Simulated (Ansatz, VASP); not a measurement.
## Mg3GePd in VASP and in Ansatz

```
Mg Ge Pd
1.0
     4.41451    0.00000    0.00000
     0.00000    2.27228    4.93799
     0.00000   -2.27228    4.93799
Mg Ge Pd
3 1 1
Direct
  0.50000 0.85813 0.85813
  0.00000 0.64235 0.64235
  0.00000 0.34163 0.34163
  0.50000 0.15298 0.15298
  0.00000 0.00474 0.00474
```

Change from the starting cell: the structure that the rattled cubic perovskite type (Pm-3m, No. 221) fell into.

Alike in both runs: functional PBE; k mesh 10 × 10 × 10; occupations gaussian, width 0.1 eV; no spin polarisation.

Ansatz relaxed the structure, and its values are those at the end. VASP's run is a single point on that final structure, the one shown.

|  | VASP | Ansatz |
| --- | --- | --- |
| version | VASP 6.6.1 | Ansatz 0.2.0 |
| potentials or method | VASP PAW PBE potentials, release 64 (Mg, Ge_d, Pd), cutoff 520 eV | scalar-relativistic, plane waves, PAW |
| valence electrons in the cell | 30 | 62 |

|  | VASP | Ansatz | Ansatz less VASP |
| --- | --- | --- | --- |
| gap on the k mesh at the Fermi level (eV) | none | none | - |
| pressure (GPa) | -0.1 | 0.0 | +0.11 |

A gap of «none» marks a metal or a gap that the smearing closes. VASP's potentials hold 30 valence electrons a cell and Ansatz's 62, so a difference there can come from the potentials and not from the codes.
